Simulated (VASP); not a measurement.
A run of VASP 6.6.1 is set up as follows.

File INCAR:

```
SYSTEM = HfO2
PREC = Accurate ; ENCUT = 520
EDIFF = 1E-6 ; ISMEAR = 0
SIGMA = 0.05 ; LREAL = .False.
LASPH = .True. ; NELM = 80
ALGO = Normal ; ISIF = 2
LWAVE = .False. ; LCHARG = .False.
GGA = PS ; NBANDS = 18
```

Contents of KPOINTS:

```
Automatic mesh
0
Gamma
  8 8 8
  0 0 0
```

Contents of POSCAR:

```
HfO2
1.0
   -0.0665382587      2.4666441808      2.4666441808
    2.4666441808     -0.0665382587      2.4666441808
    2.4666441808      2.4666441808     -0.0665382587
Hf O
1 2
Direct
    0.0000000000      0.0000000000      0.0000000000
    0.2500000000      0.2500000000      0.2500000000
    0.7500000000      0.7500000000      0.7500000000
```

Potentials or basis: VASP PAW PBE potentials, release 64 (Hf_pv, O).

Run with:

```bash
$ cat potpaw_PBE.64/Hf_pv/POTCAR potpaw_PBE.64/O/POTCAR > POTCAR
$ mpirun -np 1 vasp_std > vasp.out
```

**Question.** Predict the band gap on the k mesh.

**Answer.** 3.80 eV, direct.

**Question.** What does it give for the pressure?

**Answer.** 4.2 GPa.

Forces in eV/Å, atoms in the order of the input:
```
Hf   0.000  0.000  0.000
O    0.277  0.277  0.277
O   -0.277 -0.277 -0.277
```

Caveat: the PAW data sets were made with another functional, which shifts forces and pressure a little; spin-orbit coupling is left out, which moves the levels of the heavy elements. A hybrid or GW would open this gap; PBEsol tends to underestimate it.
